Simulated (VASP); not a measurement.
# Nb (Pm-3m) in VASP: further runs, part 2 of 2

VASP 6.6.1.

## Step 3: Single point, r2SCAN

This run uses another cell than the first one, of 19.89 Å³/atom, 0.893 times its volume.

The input, POSCAR:

```
Nb
1.0
    2.7094730060      0.0000000000      0.0000000000
    0.0000000000      2.7094730060      0.0000000000
    0.0000000000      0.0000000000      2.7094730060
Nb
1
Direct
    0.0000000000      0.0000000000      0.0000000000
```

The input, INCAR.step1:

```
PREC     = Accurate       # precision mode
ENCUT    = 520            # plane-wave cutoff, eV
ISMEAR   = -1             # smearing method
SIGMA    = 0.1            # smearing width, eV
LREAL    = False          # projectors in reciprocal space
LASPH    = True           # aspherical terms in the spheres
NELM     = 80             # most SCF steps
NBANDS   = 12             # bands
GGA      = PE             # functional
ALGO     = Normal         # electronic algorithm
EDIFF    = 1E-4           # SCF threshold, eV
LWAVE    = True           # write WAVECAR
LCHARG   = False          # write CHGCAR
```

The input, INCAR.step2:

```
PREC     = Accurate       # precision mode
ENCUT    = 520            # plane-wave cutoff, eV
EDIFF    = 1E-7           # SCF threshold, eV
ISMEAR   = -1             # smearing method
SIGMA    = 0.1            # smearing width, eV
LREAL    = False          # projectors in reciprocal space
LASPH    = True           # aspherical terms in the spheres
NELM     = 80             # most SCF steps
ALGO     = Normal         # electronic algorithm
ISIF     = 2              # what is computed and relaxed
LWAVE    = False          # write WAVECAR
LCHARG   = True           # write CHGCAR
METAGGA  = R2SCAN         # meta-GGA
LMIXTAU  = True         
LELF     = True           # ELF
LVHAR    = True         
NBANDS   = 12             # bands
ISTART   = 1
```

The input, KPOINTS:

```
Automatic mesh
0
Gamma
  19 19 19
```

Potentials or basis: VASP PAW PBE potentials, release 64 (Nb_sv).

Launch:

```
cat potpaw_PBE.64/Nb_sv/POTCAR > POTCAR
cp INCAR.step1 INCAR
mpirun -np 1 vasp_std > vasp.out
cp INCAR.step2 INCAR
mpirun -np 1 vasp_std > vasp.out
```

Run time: 95 s. Hardware: 1 thread of Intel Xeon 6975P-C, shared host; peak memory 0.17 GiB.

The run converged. Its results:

| Quantity | Value |
| --- | --- |
| Free energy | -23.8420 eV |
| Pressure | -0.1 GPa |

Levels at points of the mesh, in eV from the Fermi level:
```tsv
k point	band 5	band 6	band 7	band 8	band 9	band 10
(0.00, 0.00, 0.00)	-5.94	-3.05	-3.05	5.52	5.52	5.52
```

Caveat: the PAW data sets were made with another functional, which shifts forces and pressure a little.

## Step 4: Single point, r2SCAN, collinear spin, ferromagnetic start

This run uses another cell than the first one, of 19.87 Å³/atom, 0.892 times its volume.

The input, POSCAR:

```
Nb
1.0
    2.7084770350      0.0000000000      0.0000000000
    0.0000000000      2.7084770350      0.0000000000
    0.0000000000      0.0000000000      2.7084770350
Nb
1
Direct
    0.0000000000      0.0000000000      0.0000000000
```

The input, INCAR.step1:

```
SYSTEM = Nb
PREC     = Accurate       ! precision mode
ENCUT    = 520            ! plane-wave cutoff, eV
ISMEAR   = -1             ! smearing method
SIGMA    = 0.05           ! smearing width, eV
LREAL    = .FALSE.        ! projectors in reciprocal space
LASPH    = .TRUE.         ! aspherical terms in the spheres
NELM     = 150            ! most SCF steps
ISPIN    = 2              ! spin polarisation
MAGMOM   = 1              ! initial moments
LMAXMIX  = 4              ! l up to which the mixer works
NBANDS   = 16             ! bands
GGA      = PE             ! functional
ALGO     = Normal         ! electronic algorithm
EDIFF    = 1E-4           ! SCF threshold, eV
LWAVE    = .TRUE.         ! write WAVECAR
LCHARG   = .FALSE.        ! write CHGCAR
```

The input, INCAR.step2:

```
SYSTEM = Nb
PREC     = Accurate       ! precision mode
ENCUT    = 520            ! plane-wave cutoff, eV
EDIFF    = 1E-6           ! SCF threshold, eV
ISMEAR   = -1             ! smearing method
SIGMA    = 0.05           ! smearing width, eV
LREAL    = .FALSE.        ! projectors in reciprocal space
LASPH    = .TRUE.         ! aspherical terms in the spheres
NELM     = 150            ! most SCF steps
ALGO     = Normal         ! electronic algorithm
ISIF     = 2              ! what is computed and relaxed
LWAVE    = .FALSE.        ! write WAVECAR
LCHARG   = .FALSE.        ! write CHGCAR
ISPIN    = 2              ! spin polarisation
MAGMOM   = 1              ! initial moments
LORBIT   = 11             ! projections on sites
LMAXMIX  = 4              ! l up to which the mixer works
METAGGA  = R2SCAN         ! meta-GGA
LMIXTAU  = .TRUE.       
NBANDS   = 16             ! bands
ISTART   = 1
```

The input, KPOINTS:

```
regular mesh
0
G
  19 19 19
  0 0 0
```

Launch:

```
cat potpaw_PBE.64/Nb_sv/POTCAR > POTCAR
cp INCAR.step1 INCAR
mpirun -np 1 vasp_std > vasp.out
cp INCAR.step2 INCAR
mpirun -np 1 vasp_std > vasp.out
```

Wall time 2.1 min (1 thread of Intel Xeon 6975P-C (Granite Rapids), shared host); peak memory 0.21 GiB.

It converged, with:

```yaml
Free_energy: -23.8259 eV
Pressure: -0.2 GPa
Net_moment: 0.00 μB per cell
Valence_electrons_inside_the_program's_atomic_spheres: Nb 10.81
```

Levels at points of the mesh, in eV from the Fermi level:
Spin up:
```
           k point  band 5  band 6  band 7  band 8  band 9  band 10
(0.00, 0.00, 0.00)   -5.95   -3.06   -3.06    5.52    5.52     5.52
```
Spin down:
```tsv
k point	band 5	band 6	band 7	band 8	band 9	band 10
(0.00, 0.00, 0.00)	-5.95	-3.06	-3.06	5.52	5.52	5.52
```

Caveat: the PAW data sets were made with another functional, which shifts forces and pressure a little.

## Step 5: Relaxation of cell and atoms, r2SCAN, collinear spin, ferromagnetic start

This run uses another cell than the first one, of 19.41 Å³/atom, 0.871 times its volume.

The input, POSCAR:

```
Nb
1.0
    2.6875991705      0.0000000000      0.0000000000
    0.0000000000      2.6875991705      0.0000000000
    0.0000000000      0.0000000000      2.6875991705
Nb
1
Direct
    0.0000000000      0.0000000000      0.0000000000
```

The input, INCAR.step1:

```
SYSTEM = Nb
  ALGO = Normal
  EDIFF = 1E-4
  ENCUT = 600
  GGA = PE
  ISMEAR = -1
  ISPIN = 2
  LASPH = .True.
  LCHARG = .False.
  LMAXMIX = 4
  LREAL = .False.
  LWAVE = .True.
  MAGMOM = 1
  NELM = 150
  PREC = Accurate
  SIGMA = 0.05
```

The input, INCAR.step2:

```
SYSTEM = Nb
  ALGO = Normal
  EDIFF = 1E-6
  EDIFFG = -0.01
  ENCUT = 600
  IBRION = 2
  ISIF = 3
  ISMEAR = -1
  ISPIN = 2
  ISTART = 1
  LASPH = .True.
  LCHARG = .False.
  LMAXMIX = 4
  LMIXTAU = .True.
  LORBIT = 11
  LREAL = .False.
  LWAVE = .False.
  MAGMOM = 1
  METAGGA = R2SCAN
  NELM = 150
  NSW = 80
  PREC = Accurate
  SIGMA = 0.05
```

The input, KPOINTS:

```
k-points
0
Gamma
  12 12 12
  0 0 0
```

Launch:

```
cat potpaw_PBE.64/Nb_sv/POTCAR > POTCAR
cp INCAR.step1 INCAR
mpirun -np 1 vasp_std > vasp.out
cp INCAR.step2 INCAR
mpirun -np 1 vasp_std > vasp.out
```

It took 2 min on 1 thread of Intel Xeon 6975P-C (Granite Rapids), shared host; peak memory 0.18 GiB.

It converged, with:

| Quantity | Value |
| --- | --- |
| Free energy | -23.8515 eV |
| Relaxed volume | 19.87 Å³/atom |
| Relaxed cell | a = 2.708 Å, b = 2.708 Å, c = 2.708 Å, α = 90.00°, β = 90.00°, γ = 90.00° |
| Space group after relaxing (to 0.05 Å) | Pm-3m (No. 221) |
| Energy gained by relaxing | 4.6 meV/atom |
| Ionic steps | 3 |
| Pressure after relaxing | 0.0 GPa |
| Net moment | 0.00 μB per cell |
| Valence electrons inside the program's atomic spheres | Nb 10.81 |

Step by step:
| step | energy change (eV) | largest force (eV/Å) | pressure (GPa) | volume (Å³) |
| --- | --- | --- | --- | --- |
| 1 | 0.0000 | 0.0000 | 3.37 | 19.41 |
| 2 | 0.0058 | 0.0000 | -4.50 | 20.58 |
| 3 | -0.0046 | 0.0000 | -0.01 | 19.87 |

Final structure:
```cif
data_structure
_symmetry_space_group_name_H-M 'P 1'
_symmetry_Int_Tables_number 1
_cell_length_a 2.7084
_cell_length_b 2.7084
_cell_length_c 2.7084
_cell_angle_alpha 90.000
_cell_angle_beta 90.000
_cell_angle_gamma 90.000
_cell_volume 19.87
loop_
_atom_site_label
_atom_site_type_symbol
_atom_site_fract_x
_atom_site_fract_y
_atom_site_fract_z
_atom_site_occupancy
Nb1 Nb 0.00000 0.00000 0.00000 1
```

Levels at points of the mesh, in eV from the Fermi level:
Spin up:
| k point | band 3 | band 4 | band 5 | band 6 | band 7 | band 8 | band 9 | band 10 | band 11 |
| --- | --- | --- | --- | --- | --- | --- | --- | --- | --- |
| (0.00, 0.00, 0.00) | -30.96 | -30.96 | -5.93 | -3.05 | -3.05 | 5.53 | 5.53 | 5.53 | 15.70 |
| (0.50, 0.00, 0.00) | -30.82 | -30.82 | -2.62 | -2.10 | 0.43 | 2.14 | 2.14 | 5.87 | 10.27 |
| (0.50, 0.50, 0.00) | -32.32 | -30.68 | -4.26 | -1.13 | 2.85 | 2.85 | 6.13 | 6.13 | 7.61 |
| (0.50, 0.50, 0.50) | -32.11 | -32.11 | -2.52 | -2.52 | -2.52 | 7.67 | 7.84 | 7.84 | 13.12 |
Spin down:
```tsv
k point	band 5	band 6	band 7	band 8	band 9	band 10
(0.00, 0.00, 0.00)	-5.93	-3.05	-3.05	5.53	5.53	5.53
(0.50, 0.00, 0.00)	-2.62	-2.10	0.43	2.14	2.14	5.87
(0.50, 0.50, 0.00)	-4.26	-1.13	2.85	2.85	6.13	6.13
(0.50, 0.50, 0.50)	-2.52	-2.52	-2.52	7.67	7.84	7.84
```

Caveat: the PAW data sets were made with another functional, which shifts forces and pressure a little.

## Step 6: Overview

```csv
task,spin,cell,k mesh,cutoff (eV),smearing,gap on the mesh (eV),pressure (GPa),moment (μB)
single point,off,"a = 2.814 Å, 1 atom",13 × 13 × 13,520,fermi-dirac 0.1 eV,none,-12.5,-
single point,off,"a = 2.709 Å, 1 atom",19 × 19 × 19,520,fermi-dirac 0.1 eV,none,-0.1,-
single point,"collinear, ferromagnetic start","a = 2.708 Å, 1 atom",19 × 19 × 19,520,fermi-dirac 0.05 eV,none,-0.2,0.00
relaxation of cell and atoms,"collinear, ferromagnetic start","relaxed from a = 2.688 Å, 1 atom",12 × 12 × 12,600,fermi-dirac 0.05 eV,none,0.0,0.00
```

Alike in all rows: level r2SCAN; potentials or basis VASP PAW PBE potentials, release 64 (Nb_sv).

Caveats: the PAW data sets were made with another functional, which shifts forces and pressure a little.

Total energies depend on the potentials used, so only differences within one code and one set of settings carry meaning.
